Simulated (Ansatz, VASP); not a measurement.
# Two plane-wave programs on ZrPb2O3

```
CELL_PARAMETERS angstrom
6.13522 0.00000 0.00000
-3.06761 5.31326 0.00000
0.00000 0.00000 3.33165
ATOMIC_POSITIONS crystal
Zr 0.00000 0.00000 0.00000
Pb 0.66667 0.33333 0.00000
Pb 0.33333 0.66667 0.00000
O 0.50000 0.50000 0.50000
O 0.50000 0.00000 0.50000
O 0.00000 0.50000 0.50000
```

Change from the starting cell: species swapped into the ErCo3Ni2 type (P6/mmm, No. 191).

Alike in both runs: functional PBE; k mesh 6 × 6 × 4; occupations gaussian, width 0.1 eV; no spin polarisation.

Ansatz relaxed the structure, and its values are those at the end. VASP's run is a single point on that final structure, the one shown.

```csv
,VASP,Ansatz
version,VASP 6.6.1,Ansatz 0.2.0
potentials or method,"VASP PAW PBE potentials, release 64 (Zr_sv, Pb_d, O), cutoff 520 eV","scalar-relativistic, plane waves, PAW"
valence electrons in the cell,58,58
```

```csv
,VASP,Ansatz,Ansatz less VASP
gap on the k mesh at the Fermi level (eV),none,none,-
pressure (GPa),0.1,0.1,0.00
```

A gap of «none» marks a metal or a gap that the smearing closes. With one functional, cell and mesh, what is left measures potentials, basis and numerics.

The k mesh is coarse, so the values compare programs but aren't converged. Neither program's run includes spin-orbit coupling.
